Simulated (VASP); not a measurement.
# Ru in VASP: further runs

Ru is run at these levels: PBEsol; tasks: single point.

All numbers are computed with VASP 6.6.1; they aren't measurements. Logs are shortened: lines on timing, memory, paths and dates and some standing lists are left out, and cuts for length are marked.

### Step 1. The cell of the first run

The cell holds a slab with vacuum, 5 atoms: a = 2.690 Å, b = 2.690 Å, c = 24.500 Å, α = 90.00°, β = 90.00°, γ = 120.00°.

### Step 2. Single point, PBEsol

The input, INCAR:

```
ALGO = Normal
DIPOL = 0.5 0.5 0.500
EDIFF = 1E-6
ENCUT = 520
GGA = PS
IDIPOL = 3
ISIF = 2
ISMEAR = -1
LASPH = True
LCHARG = True
LDIPOL = True
LELF = True
LREAL = False
LVACPOTAV = True
LVHAR = True
LWAVE = False
NBANDS = 43
NELM = 100
PREC = Accurate
SIGMA = 0.05
```

The input, KPOINTS:

```
k-points
0
Gamma
  15 15 1
```

The input, POSCAR:

```
Ru
1.0
    2.6901084707      0.0000000000      0.0000000000
   -1.3450542353      2.3297022745      0.0000000000
    0.0000000000      0.0000000000     24.4996000000
Ru
5
Direct
    0.0000000000      0.0000000000      0.3265354344
    0.3333333340      0.6666666660      0.4132677173
    0.0000000000      0.0000000000      0.4999999997
    0.3333333340      0.6666666660      0.5867322827
    0.0000000000      0.0000000000      0.6734645656
```

Potentials or basis: VASP PAW PBE potentials, release 64 (Ru_pv).

On the command line:

```console
> cat potpaw_PBE.64/Ru_pv/POTCAR > POTCAR
> mpirun -np 1 vasp_std > vasp.out
```

OUTCAR:

```text
EDIFF = 1E-6
   ENCUT = 520
   GGA = PS
   ISIF = 2
   ISMEAR = -1
   LASPH = True
   LREAL = False
   NELM = 100
   PREC = Accurate

 ion  position               nearest neighbor table
   1  0.000  0.000  0.327-   2 2.63   2 2.63   2 2.63
   2  0.333  0.667  0.413-   3 2.63   3 2.63   3 2.63   1 2.63   1 2.63   1 2.63
   3  0.000  0.000  0.500-   2 2.63   2 2.63   2 2.63   4 2.63   4 2.63   4 2.63
   4  0.333  0.667  0.587-   5 2.63   5 2.63   3 2.63   3 2.63   5 2.63   3 2.63
   5  0.000  0.000  0.673-   4 2.63   4 2.63   4 2.63

  LATTYP: Found a hexagonal cell.
 ALAT       =     2.6901084707
 C/A-ratio  =     9.1072907531

  Lattice vectors:

 A1 = (   2.6901084707,   0.0000000000,   0.0000000000)
 A2 = (  -1.3450542353,   2.3297022745,   0.0000000000)
 A3 = (   0.0000000000,   0.0000000000,  24.4996000000)

Analysis of symmetry for initial positions (statically):
=====================================================================
 Subroutine PRICEL returns:
 Original cell was already a primitive cell.

 Routine SETGRP: Setting up the symmetry group for a
 hexagonal supercell.

 Subroutine GETGRP returns: Found 12 space group operations
 (whereof 12 operations were pure point group operations)
 out of a pool of 24 trial point group operations.

The static configuration has the point symmetry D_3h.

Analysis of symmetry for dynamics (positions and initial velocities):
=====================================================================
 Subroutine PRICEL returns:
 Original cell was already a primitive cell.

 Routine SETGRP: Setting up the symmetry group for a
 hexagonal supercell.

 Subroutine GETGRP returns: Found 12 space group operations
 (whereof 12 operations were pure point group operations)
 out of a pool of 24 trial point group operations.

The dynamic configuration has the point symmetry D_3h.

 Subroutine INISYM returns: Found 12 space group operations
 (whereof 12 operations are pure point group operations),
 and found     1 'primitive' translations

----------------------------------------------------------------------------------------

                                     Primitive cell

  volume of cell :     153.5427

  direct lattice vectors                    reciprocal lattice vectors
     2.690108471  0.000000000  0.000000000     0.371732222  0.214619699  0.000000000
    -1.345054235  2.329702274  0.000000000     0.000000000  0.429239397  0.000000000
     0.000000000  0.000000000 24.499600000     0.000000000  0.000000000  0.040816993

  length of vectors
     2.690108471  2.690108471 24.499600000     0.429239397  0.429239397  0.040816993

  position of ions in fractional coordinates (direct lattice)
     0.000000000  0.000000000  0.326535434
     0.333333334  0.666666666  0.413267717
     0.000000000  0.000000000  0.500000000
     0.333333334  0.666666666  0.586732283
     0.000000000  0.000000000  0.673464566

  ion indices of the primitive-cell ions
   primitive index   ion index
                 1           1
                 2           2
                 3           3
                 4           4
                 5           5

----------------------------------------------------------------------------------------

 KPOINTS: k-points

Automatic generation of k-mesh.
 Grid dimensions read from file:
 generate k-points for:   15   15    1

 Generating k-lattice:

  Cartesian coordinates                     Fractional coordinates (reciprocal lattice)
     0.024782148  0.014307980  0.000000000     0.066666667 -0.000000000  0.000000000
     0.000000000  0.028615960  0.000000000     0.000000000  0.066666667  0.000000000
     0.000000000  0.000000000  0.040816993     0.000000000  0.000000000  1.000000000

  Length of vectors
     0.028615960  0.028615960  0.040816993

  Shift w.r.t. Gamma in fractional coordinates (k-lattice)
     0.000000000  0.000000000  0.000000000

 Subroutine IBZKPT returns following result:
 ===========================================

 Found     27 irreducible k-points:

 Following reciprocal coordinates:
            Coordinates               Weight
  0.000000  0.000000  0.000000      1.000000
  0.066667  0.000000  0.000000      6.000000
  0.133333  0.000000  0.000000      6.000000
  0.200000  0.000000  0.000000      6.000000
  0.266667  0.000000  0.000000      6.000000
  0.333333  0.000000  0.000000      6.000000
[... 16 lines left out ...]
  0.333333  0.200000  0.000000     12.000000
  0.400000  0.200000  0.000000      6.000000
 [... further k-points ...]
   k-points           NKPTS =     27   k-points in BZ     NKDIM =     27   number of bands    NBANDS=     43
   number of dos      NEDOS =    301   number of ions     NIONS =      5
   total plane-waves  NPLWV =  76800
   dimension x,y,z NGX =    20 NGY =   20 NGZ =  192
   dimension x,y,z NGXF=    40 NGYF=   40 NGZF=  384
   ions per type =               5
   NGX,Y,Z   is equivalent  to a cutoff of  12.36, 12.36, 13.03 a.u.
   NGXF,Y,Z  is equivalent  to a cutoff of  24.72, 24.72, 26.06 a.u.
 SYSTEM =  unknown system
   PREC   = accura    normal or accurate (medium, high low for compatibility)
   ISTART =      0    job   : 0-new  1-cont  2-samecut
   ICHARG =      2    charge: 1-file 2-atom 10-const
   ISPIN  =      1    spin polarized calculation?
   LNONCOLLINEAR =      F non collinear calculations
   LSORBIT =      F    spin-orbit coupling
   LASPH  =      T    aspherical Exc in radial PAW
   ENCUT  =  520.0 eV  38.22 Ry    6.18 a.u.   5.00  5.00 45.55*2*pi/ulx,y,z
   NELM   =    100;   NELMIN=  2; NELMDL= -5     # of ELM steps
   EDIFF  = 0.1E-05   stopping-criterion for ELM
   LREAL  =      F    real-space projection
   EDIFFG = 0.1E-04   stopping-criterion for IOM
   NSW    =      0    number of steps for IOM
   IBRION =     -1    ionic relax: 0-MD 1-quasi-New 2-CG
   NFREE  =      0    steps in history (QN), initial steepest desc. (CG)
   ISIF   =      2    stress and relaxation
   ISYM   =      2    0-nonsym 1-usesym 2-fastsym
   POTIM  = 0.5000    time-step for ionic-motion
   TEBEG  =    0.0;   TEEND  =   0.0 temperature during run
   PSTRESS=    0.0 pullay stress
   NELECT =      70.0000    total number of electrons
   NUPDOWN=      -1.0000    fix difference up-down
   EMIN   =  10.00;   EMAX   =-10.00  energy-range for DOS
   EFERMI =   0.00;   METHOD = LEGACY
   ISMEAR =    -1;   SIGMA  =   0.05  broadening in eV -4-tet -1-fermi 0-gaus
   EFERMI_NEDOS =   21; number of points for ismear=-14 and -15
   IALGO  =     38    algorithm
   IMIX   =      4    mixing-type and parameters
     AMIX     =   0.40;   BMIX     =  1.00
     AMIX_MAG =   1.60;   BMIX_MAG =  1.00
  volume/ion in A,a.u.               =      30.71       207.23
  Fermi-wavevector in a.u.,A,eV,Ry     =   1.259982  2.381021 21.600002  1.587555
  Thomas-Fermi vector in A             =   2.393515
   LORBIT       =      0    0 simple, 1 ext, 2 COOP (PROOUT), +10 PAW based schemes
   GGA     = PS    functional components
   LHFCALC =     F    Hartree Fock is set to
   AEXX    =    0.0000 exact exchange contribution
   IVDW    =     0    specifies the selected vdW correction
   LEPSILON=     F    determine dielectric tensor
   LRPA    =     F    only Hartree local field effects (RPA)
 non-spin polarized calculation
  energy-cutoff  :      520.00
  volume of cell :      153.54
 maximum number of plane-waves:      4193
 NGX is ok and might be reduce to    20
   NGX =  9   NGY =  9   NGZ = 91

 number of electron      69.9999991 magnetization

 dipolmoment           0.000000      0.000000      0.000000 electrons x Angstroem

 Free energy of the ion-electron system (eV)
  ---------------------------------------------------
  ext. energy  EPLUGINS =         0.00000000
  ---------------------------------------------------
  free energy    TOTEN  =       -48.43267061 eV

  energy without entropy =      -48.39091319  energy(sigma->0) =      -48.41179190

 E-fermi :   2.7991     XC(G=0):  -7.0838

 val. band max:        2.7811408939   @ k =   0.4000   0.2000   0.0000
 cond. band min:       2.8597372673   @ k =   0.2667   0.1333   0.0000
 fundamental gap:      0.0785963734
 Fermi energy:         2.7991165268

 k-point     1 :       0.0000    0.0000    0.0000
  band No.  band energies     occupation
      1     -40.8393      2.00000
      2     -40.5422      2.00000
      3     -40.0989      2.00000
      4     -39.9524      2.00000
      5     -39.9524      2.00000
      6     -39.9175      2.00000
[... 35 lines left out ...]
     42       3.9133      0.00000
     43       3.9138      0.00000

 k-point     2 :       0.0667    0.0000    0.0000
  band No.  band energies     occupation
      1     -40.8261      2.00000
      2     -40.5378      2.00000
      3     -40.1176      2.00000
      4     -39.9870      2.00000
      5     -39.9629      2.00000
      6     -39.9302      2.00000
[... 35 lines left out ...]
     42       3.6821      0.00000
     43       3.9254      0.00000

 k-point     3 :       0.1333    0.0000    0.0000
  band No.  band energies     occupation
      1     -40.7883      2.00000
      2     -40.5284      2.00000
      3     -40.1857      2.00000
      4     -40.0836      2.00000
      5     -39.9923      2.00000
      6     -39.9514      2.00000
[... 35 lines left out ...]
     42       3.9491      0.00000
     43       4.1749      0.00000

 k-point     4 :       0.2000    0.0000    0.0000
  band No.  band energies     occupation
      1     -40.7327      2.00000
      2     -40.5287      2.00000
      3     -40.3043      2.00000
      4     -40.2227      2.00000
      5     -40.0702      2.00000
      6     -40.0347      2.00000
[... 863 lines left out ...]
     42       6.4642      0.00000
     43       6.9404      0.00000

 k-point    23 :       0.3333    0.2000    0.0000
  band No.  band energies     occupation
      1     -40.7247      2.00000
      2     -40.6979      2.00000
      3     -40.6126      2.00000
      4     -40.4176      2.00000
      5     -40.3735      2.00000
      6     -40.3127      2.00000
[... 35 lines left out ...]
     42       7.8202      0.00000
     43       8.4049      0.00000

 k-point    24 :       0.4000    0.2000    0.0000
  band No.  band energies     occupation
      1     -40.7374      2.00000
      2     -40.7169      2.00000
      3     -40.6171      2.00000
      4     -40.3967      2.00000
      5     -40.3929      2.00000
      6     -40.3434      2.00000
[... 35 lines left out ...]
     42       8.7377      0.00000
     43       9.2617      0.00000

 [... further k-points ...]
[... 5 lines left out ...]
  --------------------------------------------------------------------------------------
  -------------------------------------------------------------------------------------
  Total       -4.4119799     -4.4119799     -2.9556486     -0.0000000      0.0000000      0.0000000
  in kB      -46.0378355    -46.0378355    -30.8414060     -0.0000000      0.0000000      0.0000000
  external PRESSURE =     -40.9723590 kB  Pullay stress =       0.0000000 kB

 VOLUME and BASIS-vectors are now :
 -----------------------------------------------------------------------------
  energy-cutoff  :      520.00
  volume of cell :      153.54
      direct lattice vectors                 reciprocal lattice vectors
     2.690108471  0.000000000  0.000000000     0.371732222  0.214619699  0.000000000
    -1.345054235  2.329702274  0.000000000     0.000000000  0.429239397  0.000000000
     0.000000000  0.000000000 24.499600000     0.000000000  0.000000000  0.040816993

 POSITION                                       TOTAL-FORCE (eV/Angst)
 -----------------------------------------------------------------------------------
      0.00000      0.00000      7.99999         0.000000      0.000000      0.723897
      0.00000      1.55313     10.12489        -0.000000     -0.000000     -0.767875
      0.00000      0.00000     12.24980         0.000000      0.000000      0.000000
      0.00000      1.55313     14.37471        -0.000000     -0.000000      0.767875
      0.00000      0.00000     16.49961         0.000000      0.000000     -0.723897
 -----------------------------------------------------------------------------------
    total drift:                               -0.000004      0.000003      0.000019

  FREE ENERGIE OF THE ION-ELECTRON SYSTEM (eV)
  ---------------------------------------------------
  free  energy   TOTEN  =       -48.4326706096 eV

  energy  without entropy=      -48.3909131909  energy(sigma->0) =      -48.41179190

 vacuum level on the upper side and lower side of the slab         7.960         7.960
```

It took 2.6 min on 1 thread of Intel Xeon 6975P-C (Granite Rapids), shared host; peak memory 0.33 GiB.

Results:

```
Free energy            : -48.4327 eV
Largest force          : 0.768 eV/Å
Band gap on the k mesh : zero (bands 35 and 36 overlap by 2.50 eV)
```

Forces on the atoms (eV/Å):
```
Ru   0.000  0.000  0.724
Ru   0.000  0.000 -0.768
Ru   0.000  0.000  0.000
Ru   0.000  0.000  0.768
Ru   0.000  0.000 -0.724
```

Caveat: the PAW data sets were made with another functional, which shifts forces and pressure a little.

### Step 3. Single point, PBEsol

The input, INCAR:

```
SYSTEM = Ru
ALGO     = Normal         ! electronic algorithm
DIPOL    = 0.5 0.5 0.500
EDIFF    = 1E-7           ! SCF threshold, eV
ENCUT    = 520            ! plane-wave cutoff, eV
GGA      = PS             ! functional
IDIPOL   = 3            
ISIF     = 2              ! what is computed and relaxed
ISMEAR   = -1             ! smearing method
LASPH    = .True.         ! aspherical terms in the spheres
LCHARG   = .True.         ! write CHGCAR
LDIPOL   = .True.       
LELF     = .True.         ! ELF
LREAL    = .False.        ! projectors in reciprocal space
LVACPOTAV= .True.       
LVHAR    = .True.       
LWAVE    = .False.        ! write WAVECAR
NBANDS   = 43             ! bands
NELM     = 100            ! most SCF steps
PREC     = Accurate       ! precision mode
SIGMA    = 0.05           ! smearing width, eV
```

The input, KPOINTS:

```
k-points
0
Gamma
  15 15 1
  0 0 0
```

The input, POSCAR:

```
Ru
1.0
    2.6901084707      0.0000000000      0.0000000000
   -1.3450542353      2.3297022745      0.0000000000
    0.0000000000      0.0000000000     24.4996000000
Ru
5
Direct
    0.0000000000      0.0000000000      0.3290002204
    0.3333333333      0.6666666667      0.4126361497
    0.0000000000      0.0000000000      0.4999999991
    0.3333333333      0.6666666667      0.5873638504
    0.0000000000      0.0000000000      0.6709997802
```

Potentials or basis: VASP PAW PBE potentials, release 64 (Ru_pv).

On the command line:

```console
> cat potpaw_PBE.64/Ru_pv/POTCAR > POTCAR
> mpirun -np 1 vasp_std > vasp.out
```

It took 2.8 min on 1 thread of Intel Xeon 6975P-C (Granite Rapids), shared host; peak memory 0.32 GiB.

The run converged. Its results:

- Free energy: -48.4904 eV
- Largest force: 0.015 eV/Å
- Band gap on the k mesh: zero (bands 35 and 36 overlap by 2.49 eV)

Forces on the atoms (eV/Å):
```
Ru   0.000  0.000 -0.015
Ru   0.000  0.000  0.004
Ru   0.000  0.000  0.000
Ru   0.000  0.000 -0.004
Ru   0.000  0.000  0.015
```

Levels at points of the mesh, in eV from the Fermi level:
```csv
k point,band 30,band 31,band 32,band 33,band 34,band 35,band 36,band 37,band 38,band 39
"(0.00, 0.00, 0.00)",-2.34,-2.31,-2.05,-2.05,-1.37,-1.06,-1.06,-0.29,-0.29,0.35
```

Caveat: the PAW data sets were made with another functional, which shifts forces and pressure a little.

### Step 4. Single point, PBEsol

The input, INCAR:

```
PREC     = Accurate       # precision mode
ENCUT    = 520            # plane-wave cutoff, eV
EDIFF    = 1E-7           # SCF threshold, eV
ISMEAR   = -1             # smearing method
SIGMA    = 0.05           # smearing width, eV
LREAL    = F              # projectors in reciprocal space
LASPH    = T              # aspherical terms in the spheres
NELM     = 60             # most SCF steps
ALGO     = Normal         # electronic algorithm
ISIF     = 2              # what is computed and relaxed
LWAVE    = F              # write WAVECAR
LCHARG   = F              # write CHGCAR
LDIPOL   = T            
IDIPOL   = 3            
DIPOL    = 0.5 0.5 0.500
GGA      = PS             # functional
NBANDS   = 43             # bands
```

The input, KPOINTS:

```
Automatic mesh
0
Gamma
  15 15 1
```

POSCAR is that of step 3.

On the command line:

```console
> cat potpaw_PBE.64/Ru_pv/POTCAR > POTCAR
> mpirun -np 1 vasp_std > vasp.out
```

It took 2.9 min on 1 thread of Intel Xeon 6975P-C (Granite Rapids), shared host; peak memory 0.33 GiB.

The run converged. Its results:

```
Free energy            : -48.4904 eV
Largest force          : 0.015 eV/Å
Band gap on the k mesh : zero (bands 35 and 36 overlap by 2.49 eV)
```

Forces in eV/Å, atoms in the order of the input:
```
Ru   0.000  0.000 -0.015
Ru   0.000  0.000  0.004
Ru   0.000  0.000  0.000
Ru   0.000  0.000 -0.004
Ru   0.000  0.000  0.015
```

Levels at points of the mesh, in eV from the Fermi level:
| k point | band 31 | band 32 | band 33 | band 34 | band 35 | band 36 | band 37 | band 38 |
| --- | --- | --- | --- | --- | --- | --- | --- | --- |
| (0.00, 0.00, 0.00) | -2.31 | -2.05 | -2.05 | -1.37 | -1.06 | -1.06 | -0.29 | -0.29 |

Caveat: the PAW data sets were made with another functional, which shifts forces and pressure a little.

The gap in the log of VASP goes by the Fermi energy; the results here count the filled bands.